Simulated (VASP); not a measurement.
# BN (Fmm2) in VASP: further runs

Runs on BN. Level: LDA. Tasks: single point.

All numbers are computed with VASP 6.6.1; they aren't measurements. Logs are shortened: lines on timing, memory, paths and dates and some standing lists are left out, and cuts for length are marked.

## 1. The cell of the first run

Symmetry: Fmm2, No. 42, orthorhombic system. Conventional cell: a = 2.503 Å, b = 6.991 Å, c = 4.332 Å, α = 90.00°, β = 90.00°, γ = 90.00°. Within 1.8 Å of B (site symmetry mm2) lie 3 N at 1.36 to 1.64 Å. Within 1.8 Å of N (site symmetry mm2) lie 3 B at 1.36 to 1.64 Å.

## 2. Single point, LDA (all B atoms moved +0.200 Å, as atom 1 along Cartesian [0 0 1])

INCAR reads:

```
  ALGO = Normal
  EDIFF = 1E-6
  ENCUT = 600
  GGA = CA
  GGA_COMPAT = F
  ISIF = 2
  ISMEAR = 0
  LASPH = T
  LCHARG = T
  LELF = T
  LREAL = F
  LVHAR = T
  LWAVE = F
  NBANDS = 11
  NELM = 120
  PREC = Accurate
  SIGMA = 0.05
```

KPOINTS reads:

```
k-points
0
Gamma
  12 12 12
```

POSCAR reads:

```
BN
1.0
    0.0000000000      3.4953158300      2.1660912400
    1.2516321000      0.0000000000      2.1660912400
    1.2516321000      3.4953158300      0.0000000000
B N
1 1
Direct
    0.0462147570      0.0462147570      0.9537852430
    0.6666513400      0.6666513400      0.3333486600
```

Potentials or basis: VASP PAW LDA potentials, release 64 (B, N).

Launch:

```console
> cat potpaw_LDA.64/B/POTCAR potpaw_LDA.64/N/POTCAR > POTCAR
> mpirun -np 1 vasp_std > vasp.out
```

OUTCAR:

```text
EDIFF = 1E-6
   ENCUT = 600
   GGA = CA
   ISIF = 2
   ISMEAR = 0
   LASPH = T
   LREAL = F
   NELM = 120
   PREC = Accurate

 ion  position               nearest neighbor table
   1  0.046  0.046  0.954-   2 1.36   2 1.36   2 1.64
   2  0.667  0.667  0.333-   1 1.36   1 1.36   1 1.64

  LATTYP: Found a face centered orthorhombic cell.
 ALAT       =     2.5032642000
 B/A-ratio  =     1.7306133647
 C/A-ratio  =     2.7926064137

  Lattice vectors:

 A1 = (   0.0000000000,   3.4953158300,   2.1660912400)
 A2 = (  -1.2516321000,   3.4953158300,   0.0000000000)
 A3 = (  -1.2516321000,   0.0000000000,   2.1660912400)

Analysis of symmetry for initial positions (statically):
=====================================================================
 Subroutine PRICEL returns:
 Original cell was already a primitive cell.

 Routine SETGRP: Setting up the symmetry group for a
 face centered orthorhombic supercell.

 Subroutine GETGRP returns: Found  4 space group operations
 (whereof  4 operations were pure point group operations)
 out of a pool of  8 trial point group operations.

The static configuration has the point symmetry C_2v.

Analysis of symmetry for dynamics (positions and initial velocities):
=====================================================================
 Subroutine PRICEL returns:
 Original cell was already a primitive cell.

 Routine SETGRP: Setting up the symmetry group for a
 face centered orthorhombic supercell.

 Subroutine GETGRP returns: Found  4 space group operations
 (whereof  4 operations were pure point group operations)
 out of a pool of  8 trial point group operations.

The dynamic configuration has the point symmetry C_2v.

 Subroutine INISYM returns: Found  4 space group operations
 (whereof  4 operations are pure point group operations),
 and found     1 'primitive' translations

----------------------------------------------------------------------------------------

                                     Primitive cell

  volume of cell :      18.9526

  direct lattice vectors                    reciprocal lattice vectors
     0.000000000  3.495315830  2.166091240    -0.399478409  0.143048590  0.230830535
     1.251632100  0.000000000  2.166091240     0.399478409 -0.143048590  0.230830535
     1.251632100  3.495315830  0.000000000     0.399478409  0.143048590 -0.230830535

  length of vectors
     4.112077822  2.501706252  3.712656147     0.483041027  0.483041027  0.483041027

  position of ions in fractional coordinates (direct lattice)
     0.046214757  0.046214757  0.953785243
     0.666651340  0.666651340  0.333348660

  ion indices of the primitive-cell ions
   primitive index   ion index
                 1           1
                 2           2

----------------------------------------------------------------------------------------

 KPOINTS: k-points

Automatic generation of k-mesh.
 Grid dimensions read from file:
 generate k-points for:   12   12   12

 Generating k-lattice:

  Cartesian coordinates                     Fractional coordinates (reciprocal lattice)
    -0.033289867  0.011920716  0.019235878     0.083333333  0.000000000  0.000000000
     0.033289867 -0.011920716  0.019235878     0.000000000  0.083333333  0.000000000
     0.033289867  0.011920716 -0.019235878     0.000000000  0.000000000  0.083333333

  Length of vectors
     0.040253419  0.040253419  0.040253419

  Shift w.r.t. Gamma in fractional coordinates (k-lattice)
     0.000000000  0.000000000  0.000000000

 Subroutine IBZKPT returns following result:
 ===========================================

 Found    280 irreducible k-points:

 Following reciprocal coordinates:
            Coordinates               Weight
  0.000000  0.000000  0.000000      1.000000
  0.083333  0.000000 -0.000000      8.000000
  0.166667  0.000000 -0.000000      8.000000
  0.250000  0.000000  0.000000      8.000000
  0.333333  0.000000  0.000000      8.000000
  0.416667  0.000000 -0.000000      8.000000
[... 16 lines left out ...]
  0.500000  0.166667  0.000000      8.000000
 -0.416667  0.166667  0.000000      8.000000
 [... further k-points ...]
   k-points           NKPTS =    280   k-points in BZ     NKDIM =    280   number of bands    NBANDS=     11
   number of dos      NEDOS =    301   number of ions     NIONS =      2
   total plane-waves  NPLWV =  21600
   dimension x,y,z NGX =    36 NGY =   20 NGZ =   30
   dimension x,y,z NGXF=    72 NGYF=   40 NGZF=   60
   ions per type =               1   1
   NGX,Y,Z   is equivalent  to a cutoff of  14.55, 13.29, 13.43 a.u.
   NGXF,Y,Z  is equivalent  to a cutoff of  29.11, 26.58, 26.87 a.u.
 SYSTEM =  unknown system
   PREC   = accura    normal or accurate (medium, high low for compatibility)
   ISTART =      0    job   : 0-new  1-cont  2-samecut
   ICHARG =      2    charge: 1-file 2-atom 10-const
   ISPIN  =      1    spin polarized calculation?
   LNONCOLLINEAR =      F non collinear calculations
   LSORBIT =      F    spin-orbit coupling
   LASPH  =      T    aspherical Exc in radial PAW
   ENCUT  =  600.0 eV  44.10 Ry    6.64 a.u.   8.21  5.00  7.42*2*pi/ulx,y,z
   NELM   =    120;   NELMIN=  2; NELMDL= -5     # of ELM steps
   EDIFF  = 0.1E-05   stopping-criterion for ELM
   LREAL  =      F    real-space projection
   EDIFFG = 0.1E-04   stopping-criterion for IOM
   NSW    =      0    number of steps for IOM
   IBRION =     -1    ionic relax: 0-MD 1-quasi-New 2-CG
   NFREE  =      0    steps in history (QN), initial steepest desc. (CG)
   ISIF   =      2    stress and relaxation
   ISYM   =      2    0-nonsym 1-usesym 2-fastsym
   POTIM  = 0.5000    time-step for ionic-motion
   TEBEG  =    0.0;   TEEND  =   0.0 temperature during run
   PSTRESS=    0.0 pullay stress
   NELECT =       8.0000    total number of electrons
   NUPDOWN=      -1.0000    fix difference up-down
   EMIN   =  10.00;   EMAX   =-10.00  energy-range for DOS
   EFERMI =   0.00;   METHOD = LEGACY
   ISMEAR =     0;   SIGMA  =   0.05  broadening in eV -4-tet -1-fermi 0-gaus
   EFERMI_NEDOS =   21; number of points for ismear=-14 and -15
   IALGO  =     38    algorithm
   IMIX   =      4    mixing-type and parameters
     AMIX     =   0.40;   BMIX     =  1.00
     AMIX_MAG =   1.60;   BMIX_MAG =  1.00
  volume/ion in A,a.u.               =       9.48        63.95
  Fermi-wavevector in a.u.,A,eV,Ry     =   1.228047  2.320672 20.518928  1.508099
  Thomas-Fermi vector in A             =   2.362987
   LORBIT       =      0    0 simple, 1 ext, 2 COOP (PROOUT), +10 PAW based schemes
   GGA     = CA    functional components
   LHFCALC =     F    Hartree Fock is set to
   AEXX    =    0.0000 exact exchange contribution
   IVDW    =     0    specifies the selected vdW correction
   LEPSILON=     F    determine dielectric tensor
   LRPA    =     F    only Hartree local field effects (RPA)
 non-spin polarized calculation
 Gauss-broadening in eV      SIGMA  =   0.05
  energy-cutoff  :      600.00
  volume of cell :       18.95
 maximum number of plane-waves:       650
 NGX is ok and might be reduce to    36
   NGX = 17   NGY =  9   NGZ = 15

 number of electron       8.0000000 magnetization

 Free energy of the ion-electron system (eV)
  ---------------------------------------------------
  ext. energy  EPLUGINS =         0.00000000
  ---------------------------------------------------
  free energy    TOTEN  =       -18.62890133 eV

  energy without entropy =      -18.62890133  energy(sigma->0) =      -18.62890133

 E-fermi :   2.8661     XC(G=0): -10.1897

 val. band max:        2.6586426501   @ k =   0.5000   0.0000   0.5000
 cond. band min:       5.6596884105   @ k =   0.5000   0.0000   0.0000
 fundamental gap:      3.0010457604
 Fermi energy:         2.8661493626

 k-point     1 :       0.0000    0.0000    0.0000
  band No.  band energies     occupation
      1     -15.8437      2.00000
      2      -2.7710      2.00000
      3      -1.8925      2.00000
      4       2.6360      2.00000
      5       6.3069      0.00000
      6      10.6002      0.00000
      7      14.7961      0.00000
      8      16.4679      0.00000
      9      16.6912      0.00000
     10      26.7350      0.00000
     11      27.9158      0.00000

 k-point     2 :       0.0833    0.0000   -0.0000
  band No.  band energies     occupation
      1     -15.7127      2.00000
      2      -2.6320      2.00000
      3      -2.2211      2.00000
      4       2.2172      2.00000
      5       6.6096      0.00000
      6      10.8291      0.00000
      7      14.2378      0.00000
      8      16.1189      0.00000
      9      17.6628      0.00000
     10      26.7524      0.00000
     11      27.1749      0.00000

 k-point     3 :       0.1667    0.0000   -0.0000
  band No.  band energies     occupation
      1     -15.3288      2.00000
      2      -3.1126      2.00000
      3      -2.2071      2.00000
      4       1.2376      2.00000
      5       7.4242      0.00000
      6      11.2118      0.00000
      7      12.7833      0.00000
      8      16.6436      0.00000
      9      18.9741      0.00000
     10      24.3845      0.00000
     11      27.7283      0.00000

 k-point     4 :       0.2500    0.0000    0.0000
  band No.  band energies     occupation
      1     -14.7237      2.00000
      2      -4.3496      2.00000
      3      -1.5086      2.00000
      4       0.1584      2.00000
      5       8.4970      0.00000
      6      10.8125      0.00000
      7      11.5771      0.00000
      8      18.0693      0.00000
      9      20.2618      0.00000
     10      22.2580      0.00000
     11      26.5499      0.00000
[... 239 lines left out ...]
 k-point    22 :       0.4167    0.1667    0.0000
  band No.  band energies     occupation
      1     -13.5543      2.00000
      2      -5.6039      2.00000
      3      -2.5410      2.00000
      4      -0.1767      2.00000
      5       8.6847      0.00000
      6      10.9020      0.00000
      7      12.8245      0.00000
      8      17.8204      0.00000
      9      19.1755      0.00000
     10      22.8875      0.00000
     11      25.1085      0.00000

 k-point    23 :       0.5000    0.1667    0.0000
  band No.  band energies     occupation
      1     -12.8955      2.00000
      2      -6.6531      2.00000
      3      -2.9308      2.00000
      4       0.7729      2.00000
      5       6.9142      0.00000
      6      12.1007      0.00000
      7      13.5665      0.00000
      8      17.1908      0.00000
      9      19.6799      0.00000
     10      22.4254      0.00000
     11      24.4650      0.00000

 k-point    24 :      -0.4167    0.1667    0.0000
  band No.  band energies     occupation
      1     -12.6552      2.00000
      2      -7.0350      2.00000
      3      -3.0004      2.00000
      4       1.3179      2.00000
      5       5.8719      0.00000
      6      12.4639      0.00000
      7      14.7143      0.00000
      8      16.6666      0.00000
      9      19.7903      0.00000
     10      22.6626      0.00000
     11      23.4725      0.00000

 [... further k-points ...]
[... 5 lines left out ...]
  --------------------------------------------------------------------------------------
  -------------------------------------------------------------------------------------
  Total        3.4984096     -0.1781580     -0.7136929      0.0000000      0.0000000      0.0000000
  in kB      295.7408900    -15.0607324    -60.3326075      0.0000000      0.0000000      0.0000000
  external PRESSURE =      73.4491834 kB  Pullay stress =       0.0000000 kB

 VOLUME and BASIS-vectors are now :
 -----------------------------------------------------------------------------
  energy-cutoff  :      600.00
  volume of cell :       18.95
      direct lattice vectors                 reciprocal lattice vectors
     0.000000000  3.495315830  2.166091240    -0.399478409  0.143048590  0.230830535
     1.251632100  0.000000000  2.166091240     0.399478409 -0.143048590  0.230830535
     1.251632100  3.495315830  0.000000000     0.399478409  0.143048590 -0.230830535

 POSITION                                       TOTAL-FORCE (eV/Angst)
 -----------------------------------------------------------------------------------
      1.25163      3.49532      0.20021         0.000000      0.000000     -5.657973
      1.25163      3.49532      2.88806         0.000000      0.000000      5.657973
 -----------------------------------------------------------------------------------
    total drift:                                0.000000     -0.000002      0.000648

  FREE ENERGIE OF THE ION-ELECTRON SYSTEM (eV)
  ---------------------------------------------------
  free  energy   TOTEN  =       -18.6289013255 eV

  energy  without entropy=      -18.6289013255  energy(sigma->0) =      -18.62890133
```

It took 29 s on 1 thread of Intel Xeon 6975P-C (Granite Rapids), shared host; peak memory 0.18 GiB.

What came out:

- Free energy: -18.6289 eV
- Pressure: 7.3 GPa
- Largest force: 5.658 eV/Å
- Band gap on the k mesh: 3.00 eV, indirect (least direct gap 3.67 eV)

Forces on the atoms (eV/Å):
```
B    0.000  0.000 -5.658
N    0.000  0.000  5.658
```

Stress tensor (GPa, compression positive):
```
29.57  0.00  0.00
 0.00 -1.51  0.00
 0.00  0.00 -6.03
```

Levels at points of the mesh, in eV from the valence-band top:
```
           k point  band 1  band 2  band 3  band 4  band 5  band 6  band 7  band 8  band 9
(0.00, 0.00, 0.00)  -18.50   -5.43   -4.55   -0.02    3.65    7.94   12.14   13.81   14.03
(0.50, 0.00, 0.00)  -15.58   -9.98   -4.11   -1.62    3.00    7.94   12.00   14.26   18.89
(0.50, 0.50, 0.00)  -15.13   -9.47   -6.44   -2.16    6.67    8.24   11.30   12.64   16.83
(0.50, 0.00, 0.50)  -18.29   -7.12   -4.57    0.00    7.78    8.43   11.38   13.87   14.68
(0.00, 0.50, 0.50)  -15.01   -9.27   -6.48   -3.11    4.34    8.92   12.78   16.42   17.83
```

Caveat: the cell differs from its parent crystal (all B atoms moved +0.200 Å, as atom 1 along Cartesian [0 0 1]); forces of over 1 eV/Å act on the atoms, so gaps and moduli don't describe the material at rest.

## 3. Single point, LDA (all B atoms moved -0.050 Å, as atom 1 along Cartesian [0 0 1])

INCAR reads:

```
SYSTEM = BN
PREC = Accurate
ENCUT = 600
EDIFF = 1E-6
ISMEAR = 0
SIGMA = 0.05
LREAL = .FALSE.
LASPH = .TRUE.
NELM = 120
ALGO = Normal
ISIF = 2
LWAVE = .FALSE.
LCHARG = .TRUE.
LELF = .TRUE.
LVHAR = .TRUE.
NBANDS = 11
GGA_COMPAT = .FALSE.
```

KPOINTS reads:

```
Automatic mesh
0
G
  12 12 12
  0 0 0
```

Edit POSCAR of step 2 so:

```diff
@@ -8,3 +8,3 @@
 Direct
-    0.0462147570      0.0462147570      0.9537852430
+   -0.0114928768     -0.0114928768      1.0114928768
     0.6666513400      0.6666513400      0.3333486600
```

Potentials or basis: VASP PAW LDA potentials, release 64 (B, N).

Launch:

```console
> cat potpaw_LDA.64/B/POTCAR potpaw_LDA.64/N/POTCAR > POTCAR
> mpirun -np 1 vasp_std > vasp.out
```

It took 28 s on 1 thread of Intel Xeon 6975P-C (Granite Rapids), shared host; peak memory 0.18 GiB.

Results (log left out):

```
Free energy            : -19.2270 eV
Pressure               : -3.0 GPa
Largest force          : 2.233 eV/Å
Band gap on the k mesh : 3.33 eV, indirect (least direct gap 4.33 eV)
```

Forces in eV/Å, atoms in the order of the input:
```
B    0.000  0.000  2.233
N    0.000  0.000 -2.233
```

Stress tensor (GPa, compression positive):
```
-9.49  0.00  0.00
 0.00 -1.29  0.00
 0.00  0.00  1.84
```

Levels at points of the mesh, in eV from the valence-band top:
```csv
k point,band 1,band 2,band 3,band 4,band 5,band 6,band 7,band 8,band 9
"(0.00, 0.00, 0.00)",-17.62,-4.48,-1.97,-0.82,4.55,10.72,12.20,12.86,14.55
"(0.50, 0.00, 0.00)",-14.38,-8.88,-4.33,-1.10,4.68,9.72,12.95,15.27,19.31
"(0.50, 0.50, 0.00)",-14.53,-9.09,-3.91,-0.31,5.31,9.46,11.72,13.46,19.40
"(0.50, 0.00, 0.50)",-17.41,-6.20,-1.96,-0.84,9.29,10.62,11.68,12.60,15.42
"(0.00, 0.50, 0.50)",-14.43,-8.89,-3.95,-1.28,3.33,10.00,14.21,18.29,19.07
```

Caveat: the cell differs from its parent crystal (all B atoms moved -0.050 Å, as atom 1 along Cartesian [0 0 1]); forces of over 1 eV/Å act on the atoms, so gaps and moduli don't describe the material at rest.

## 4. Single point, LDA (all B atoms moved +0.175 Å, as atom 1 along Cartesian [0 0 1])

INCAR reads:

```
PREC = Accurate
ENCUT = 600
EDIFF = 1E-6
ISMEAR = 0
SIGMA = 0.05
LREAL = False
LASPH = True
NELM = 120
ALGO = Normal
ISIF = 2
LWAVE = False
LCHARG = False
NBANDS = 11
GGA_COMPAT = False
```

KPOINTS reads:

```
Automatic mesh
0
Gamma
  12 12 12
```

Edit POSCAR of step 3 so:

```diff
@@ -8,3 +8,3 @@
 Direct
-   -0.0114928768     -0.0114928768      1.0114928768
+    0.0404439936      0.0404439936      0.9595560064
     0.6666513400      0.6666513400      0.3333486600
```

Launch:

```console
> cat potpaw_LDA.64/B/POTCAR potpaw_LDA.64/N/POTCAR > POTCAR
> mpirun -np 1 vasp_std > vasp.out
```

Wall time 25 s (1 thread of Intel Xeon 6975P-C (Granite Rapids), shared host); peak memory 0.19 GiB.

It converged, with:

* Free energy: -18.7654 eV
* Pressure: 5.0 GPa
* Largest force: 5.248 eV/Å
* Band gap on the k mesh: 3.32 eV, indirect (least direct gap 3.93 eV)

Forces in eV/Å, atoms in the order of the input:
```
B    0.000  0.000 -5.248
N    0.000  0.000  5.248
```

Stress tensor (GPa, compression positive):
```
24.03  0.00  0.00
 0.00 -1.49  0.00
 0.00  0.00 -7.62
```

Levels at points of the mesh, in eV from the valence-band top:
| k point | band 2 | band 3 | band 4 | band 5 | band 6 | band 7 |
| --- | --- | --- | --- | --- | --- | --- |
| (0.00, 0.00, 0.00) | -5.16 | -4.02 | -0.02 | 3.91 | 8.41 | 12.35 |
| (0.50, 0.00, 0.00) | -9.70 | -4.01 | -1.39 | 3.32 | 8.42 | 12.28 |
| (0.50, 0.50, 0.00) | -9.26 | -6.01 | -1.80 | 6.68 | 8.51 | 11.52 |
| (0.50, 0.00, 0.50) | -6.86 | -4.04 | 0.00 | 8.28 | 8.68 | 11.61 |
| (0.00, 0.50, 0.50) | -9.07 | -6.04 | -2.77 | 4.40 | 9.17 | 13.10 |

Caveat: the cell differs from its parent crystal (all B atoms moved +0.175 Å, as atom 1 along Cartesian [0 0 1]); forces of over 1 eV/Å act on the atoms, so gaps and moduli don't describe the material at rest. A k mesh can miss the band edges.
